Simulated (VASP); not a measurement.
# HfB (Fm-3m) in VASP: further runs

HfB is run at these levels: r2SCAN+D3(BJ), r2SCAN; tasks: single point.

Everything below comes from runs of VASP 6.6.1. Logs are shortened: lines on timing, memory, paths and dates and some standing lists are left out, and cuts for length are marked.

## (1) The cell of the first run

It takes space group Fm-3m (No. 225, cubic). The conventional cell has a = 4.620 Å, b = 4.620 Å, c = 4.620 Å, α = 90.00°, β = 90.00°, γ = 90.00°. Within 3.1 Å of Hf (site symmetry m-3m) lie 6 B at 2.31 Å. Within 3.1 Å of B (site symmetry m-3m) lie 6 Hf at 2.31 Å.

## (2) Single point, r2SCAN+D3(BJ)

POSCAR

```
HfB
1.0
    0.0000000000      2.3100005622      2.3100005622
    2.3100005622      0.0000000000      2.3100005622
    2.3100005622      2.3100005622      0.0000000000
Hf B
1 1
Direct
    0.5000000000      0.5000000000      0.5000000000
    0.0000000000      0.0000000000      0.0000000000
```

INCAR.step1

```
PREC = Accurate
ENCUT = 550
ISMEAR = 0
SIGMA = 0.05
LREAL = F
LASPH = T
NELM = 120
NBANDS = 14
GGA = PE
ALGO = Normal
EDIFF = 1E-5
LWAVE = T
LCHARG = F
GGA_COMPAT = F
```

INCAR.step2

```
PREC = Accurate
ENCUT = 550
EDIFF = 1E-6
ISMEAR = 0
SIGMA = 0.05
LREAL = F
LASPH = T
NELM = 120
ALGO = Normal
ISIF = 2
LWAVE = F
LCHARG = F
METAGGA = R2SCAN
LMIXTAU = T
IVDW = 12
VDW_S6 = 1.0
VDW_S8 = 0.78981345
VDW_A1 = 0.49484001
VDW_A2 = 5.73083694
NBANDS = 14
ISTART = 1
GGA_COMPAT = F
```

KPOINTS

```
regular mesh
0
Gamma
  8 8 8
```

Potentials or basis: VASP PAW PBE potentials, release 64 (Hf_pv, B).

The run is started by

```
$ cat potpaw_PBE.64/Hf_pv/POTCAR potpaw_PBE.64/B/POTCAR > POTCAR
$ cp INCAR.step1 INCAR
$ mpirun -np 1 vasp_std > vasp.out
$ cp INCAR.step2 INCAR
$ mpirun -np 1 vasp_std > vasp.out
```

OUTCAR:

```text
PREC = Accurate
   ENCUT = 550
   EDIFF = 1E-6
   ISMEAR = 0
   LREAL = F
   LASPH = T
   NELM = 120
   ISIF = 2
   METAGGA = R2SCAN
   IVDW = 12
   ISTART = 1
 IVDW          = 12

 ion  position               nearest neighbor table
   1  0.500  0.500  0.500-   2 2.31   2 2.31   2 2.31   2 2.31   2 2.31   2 2.31
   2  0.000  0.000  0.000-   1 2.31   1 2.31   1 2.31   1 2.31   1 2.31   1 2.31

  LATTYP: Found a face centered cubic cell.
 ALAT       =     4.6200011244

  Lattice vectors:

 A1 = (   0.0000000000,   2.3100005622,   2.3100005622)
 A2 = (   2.3100005622,   0.0000000000,   2.3100005622)
 A3 = (   2.3100005622,   2.3100005622,   0.0000000000)

Analysis of symmetry for initial positions (statically):
=====================================================================
 Subroutine PRICEL returns:
 Original cell was already a primitive cell.

 Routine SETGRP: Setting up the symmetry group for a
 face centered cubic supercell.

 Subroutine GETGRP returns: Found 48 space group operations
 (whereof 48 operations were pure point group operations)
 out of a pool of 48 trial point group operations.

The static configuration has the point symmetry O_h .

Analysis of symmetry for dynamics (positions and initial velocities):
=====================================================================
 Subroutine PRICEL returns:
 Original cell was already a primitive cell.

 Routine SETGRP: Setting up the symmetry group for a
 face centered cubic supercell.

 Subroutine GETGRP returns: Found 48 space group operations
 (whereof 48 operations were pure point group operations)
 out of a pool of 48 trial point group operations.

The dynamic configuration has the point symmetry O_h .

 Subroutine INISYM returns: Found 48 space group operations
 (whereof 48 operations are pure point group operations),
 and found     1 'primitive' translations

----------------------------------------------------------------------------------------

                                     Primitive cell

  volume of cell :      24.6528

  direct lattice vectors                    reciprocal lattice vectors
     0.000000000  2.310000562  2.310000562    -0.216450164  0.216450164  0.216450164
     2.310000562  0.000000000  2.310000562     0.216450164 -0.216450164  0.216450164
     2.310000562  2.310000562  0.000000000     0.216450164  0.216450164 -0.216450164

  length of vectors
     3.266834124  3.266834124  3.266834124     0.374902681  0.374902681  0.374902681

  position of ions in fractional coordinates (direct lattice)
     0.500000000  0.500000000  0.500000000
     0.000000000  0.000000000  0.000000000

  ion indices of the primitive-cell ions
[... 89 lines left out ...]
   EFERMI =   0.00;   METHOD = LEGACY
   ISMEAR =     0;   SIGMA  =   0.05  broadening in eV -4-tet -1-fermi 0-gaus
   EFERMI_NEDOS =   21; number of points for ismear=-14 and -15
   IALGO  =     38    algorithm
   IMIX   =      4    mixing-type and parameters
     AMIX     =   0.40;   BMIX     =  1.00
     AMIX_MAG =   1.60;   BMIX_MAG =  1.00
  volume/ion in A,a.u.               =      12.33        83.18
  Fermi-wavevector in a.u.,A,eV,Ry     =   1.322616  2.499382 23.800860  1.749314
  Thomas-Fermi vector in A             =   2.452284
   LORBIT       =      0    0 simple, 1 ext, 2 COOP (PROOUT), +10 PAW based schemes
   METAGGA = R2SCAN    functional components
   LHFCALC =     F    Hartree Fock is set to
   AEXX    =    0.0000 exact exchange contribution
   IVDW    =    12    specifies the selected vdW correction
   LEPSILON=     F    determine dielectric tensor
   LRPA    =     F    only Hartree local field effects (RPA)
 non-spin polarized calculation
 Gauss-broadening in eV      SIGMA  =   0.05
  energy-cutoff  :      550.00
  volume of cell :       24.65
 maximum number of plane-waves:       740
 NGX is ok and might be reduce to    28
   NGX = 13   NGY = 13   NGZ = 13

 number of electron      13.0000000 magnetization

 Free energy of the ion-electron system (eV)
  ---------------------------------------------------
  ext. energy  EPLUGINS =         0.00000000
  ---------------------------------------------------
  free energy    TOTEN  =       -53.14846769 eV

  energy without entropy =      -53.14778194  energy(sigma->0) =      -53.14812481

 E-fermi :   5.1038     XC(G=0): -13.2252

 val. band max:        5.0162347996   @ k =   0.5000   0.2500   0.0000
 cond. band min:       5.1547720076   @ k =   0.3750   0.2500   0.1250
 fundamental gap:      0.1385372080
 Fermi energy:         5.1038031117

 k-point     1 :       0.0000    0.0000    0.0000
  band No.  band energies     occupation
      1     -24.3588      2.00000
      2     -24.3588      2.00000
      3     -24.3588      2.00000
      4      -5.1470      2.00000
      5       7.4975      0.00000
      6       7.4975      0.00000
      7       7.4975      0.00000
      8       9.2066      0.00000
      9       9.2066      0.00000
     10       9.2066      0.00000
     11       9.4205      0.00000
     12       9.4205      0.00000
     13      17.2730      0.00000
     14      18.8870      0.00000
[... 377 lines left out ...]
      1     -25.0092      2.00000
      2     -24.6408      2.00000
      3     -24.5035      2.00000
      4      -0.4332      2.00000
      5       1.1120      2.00000
      6       3.7127      2.00000
      7       4.2120      2.00000
      8      10.9518      0.00000
      9      10.9590      0.00000
     10      12.9068      0.00000
     11      17.0203      0.00000
     12      17.0256      0.00000
     13      18.3614      0.00000
     14      19.2943      0.00000

 [... further k-points ...]

------------------------ aborting loop because EDIFF is reached ----------------------------------------

 Edisp (eV)   -0.37767

 E8    (eV) :    -0.1469

  FORCE on cell =-STRESS in cart. coord.  units (eV):
  Direction    XX          YY          ZZ          XY          YZ          ZX
  --------------------------------------------------------------------------------------
  -------------------------------------------------------------------------------------
  Total       4.19858     4.19858     4.19858     0.00000     0.00000    -0.00000
  in kB     272.86420   272.86420   272.86420     0.00000     0.00000    -0.00000
  external pressure =      272.86 kB  Pullay stress =        0.00 kB

 VOLUME and BASIS-vectors are now :
 -----------------------------------------------------------------------------
  energy-cutoff  :      550.00
  volume of cell :       24.65
      direct lattice vectors                 reciprocal lattice vectors
     0.000000000  2.310000562  2.310000562    -0.216450164  0.216450164  0.216450164
     2.310000562  0.000000000  2.310000562     0.216450164 -0.216450164  0.216450164
     2.310000562  2.310000562  0.000000000     0.216450164  0.216450164 -0.216450164

 POSITION                                       TOTAL-FORCE (eV/Angst)
 -----------------------------------------------------------------------------------
      2.31000      2.31000      2.31000         0.000000     -0.000000     -0.000000
      0.00000      0.00000      0.00000        -0.000000      0.000000      0.000000
 -----------------------------------------------------------------------------------
    total drift:                                0.000000      0.000000      0.000000

  FREE ENERGIE OF THE ION-ELECTRON SYSTEM (eV)
  ---------------------------------------------------
  free  energy   TOTEN  =       -53.5261407882 eV

  energy  without entropy=      -53.5254550385  energy(sigma->0) =      -53.52579791
```

OSZICAR.step1:

```text
N       E                     dE             d eps       ncg     rms          rms(c)
DAV:   1     0.252905749734E+02    0.25291E+02   -0.72038E+03   812   0.912E+02
DAV:   2    -0.176812785981E+02   -0.42972E+02   -0.40884E+02  1004   0.204E+02
DAV:   3    -0.187727200617E+02   -0.10914E+01   -0.10808E+01  1028   0.220E+01
DAV:   4    -0.187763581205E+02   -0.36381E-02   -0.36379E-02   908   0.156E+00
DAV:   5    -0.187763765298E+02   -0.18409E-04   -0.18410E-04  1052   0.101E-01    0.667E+01
DAV:   6    -0.172094514458E+02    0.15669E+01   -0.25207E+00   950   0.988E+00    0.418E+01
DAV:   7    -0.171766855393E+02    0.32766E-01   -0.83821E-01  1052   0.578E+00    0.931E+00
DAV:   8    -0.171412777573E+02    0.35408E-01   -0.11608E-01   896   0.209E+00    0.114E+00
DAV:   9    -0.171415091769E+02   -0.23142E-03   -0.48179E-03  1040   0.520E-01    0.209E-01
DAV:  10    -0.171415167415E+02   -0.75645E-05   -0.49432E-05   920   0.506E-02
   1 F= -.17141517E+02 E0= -.17140690E+02  d E =-.165446E-02
```

Wall time 70 s (1 thread of Intel Xeon 8259CL, shared host); peak memory 0.18 GiB.

What came out:

| Item | Value |
| --- | --- |
| Free energy | -53.5261 eV |
| Pressure | 27.3 GPa |
| Band gap on the k mesh | zero (an odd number of electrons rules out a gap without spin polarisation) |
| Dispersion energy per atom | -0.189 eV |

Levels at points of the mesh, in eV from the Fermi level:
| k point | band 3 | band 4 | band 5 | band 6 | band 7 | band 8 | band 9 | band 10 | band 11 | band 12 |
| --- | --- | --- | --- | --- | --- | --- | --- | --- | --- | --- |
| (0.00, 0.00, 0.00) | -29.46 | -10.25 | 2.39 | 2.39 | 2.39 | 4.10 | 4.10 | 4.10 | 4.32 | 4.32 |
| (0.50, 0.00, 0.00) | -29.54 | -5.30 | -4.63 | -1.52 | -1.52 | 6.88 | 6.88 | 8.04 | 8.74 | 14.19 |
| (0.50, 0.50, 0.00) | -29.73 | -7.32 | -1.20 | -1.12 | 2.37 | 2.37 | 6.37 | 8.29 | 8.29 | 10.04 |

Caveat: three body term missing; the cell stands under pressure; the PAW data sets were made with another functional, which shifts forces and pressure a little; spin-orbit coupling is left out, which moves the levels of the heavy elements; an odd number of electrons without spin polarisation forces a metal; a magnetic or distorted state may lie lower.

## (3) Single point, r2SCAN

POSCAR is that of step 2.

INCAR.step1

```
SYSTEM = HfB
ALGO = Normal ; EDIFF = 1E-5
ENCUT = 550 ; GGA = PE
GGA_COMPAT = .False. ; ISMEAR = 0
LASPH = .True. ; LCHARG = .False.
LREAL = .False. ; LWAVE = .True.
NBANDS = 14 ; NELM = 120
PREC = Accurate ; SIGMA = 0.05
```

INCAR.step2

```
SYSTEM = HfB
ALGO = Normal ; EDIFF = 1E-6
ENCUT = 550 ; GGA_COMPAT = .False.
ISIF = 2 ; ISMEAR = 0
ISTART = 1 ; LASPH = .True.
LCHARG = .False. ; LMIXTAU = .True.
LREAL = .False. ; LWAVE = .False.
METAGGA = R2SCAN ; NBANDS = 14
NELM = 120 ; PREC = Accurate
SIGMA = 0.05
```

KPOINTS

```
k-points
0
Gamma
  8 8 8
  0 0 0
```

Potentials or basis: VASP PAW PBE potentials, release 64 (Hf_pv, B).

The run is started by

```
$ cat potpaw_PBE.64/Hf_pv/POTCAR potpaw_PBE.64/B/POTCAR > POTCAR
$ cp INCAR.step1 INCAR
$ mpirun -np 1 vasp_std > vasp.out
$ cp INCAR.step2 INCAR
$ mpirun -np 1 vasp_std > vasp.out
```

It took 73 s on 1 thread of Intel Xeon 8259CL, shared host; peak memory 0.17 GiB.

The run converged. Its results:

| Item | Value |
| --- | --- |
| Free energy | -53.1485 eV |
| Pressure | 29.8 GPa |
| Band gap on the k mesh | zero (an odd number of electrons rules out a gap without spin polarisation) |

Levels at points of the mesh, in eV from the Fermi level:
| k point | band 4 | band 5 | band 6 | band 7 | band 8 | band 9 | band 10 | band 11 |
| --- | --- | --- | --- | --- | --- | --- | --- | --- |
| (0.00, 0.00, 0.00) | -10.25 | 2.39 | 2.39 | 2.39 | 4.10 | 4.10 | 4.10 | 4.32 |
| (0.50, 0.00, 0.00) | -5.30 | -4.63 | -1.52 | -1.52 | 6.88 | 6.88 | 8.04 | 8.74 |
| (0.50, 0.50, 0.00) | -7.32 | -1.20 | -1.12 | 2.37 | 2.37 | 6.37 | 8.29 | 8.29 |

Caveat: the cell stands under pressure; the PAW data sets were made with another functional, which shifts forces and pressure a little; spin-orbit coupling is left out, which moves the levels of the heavy elements; an odd number of electrons without spin polarisation forces a metal; a magnetic or distorted state may lie lower.

The gap in the log of VASP goes by the Fermi energy; the results here count the filled bands.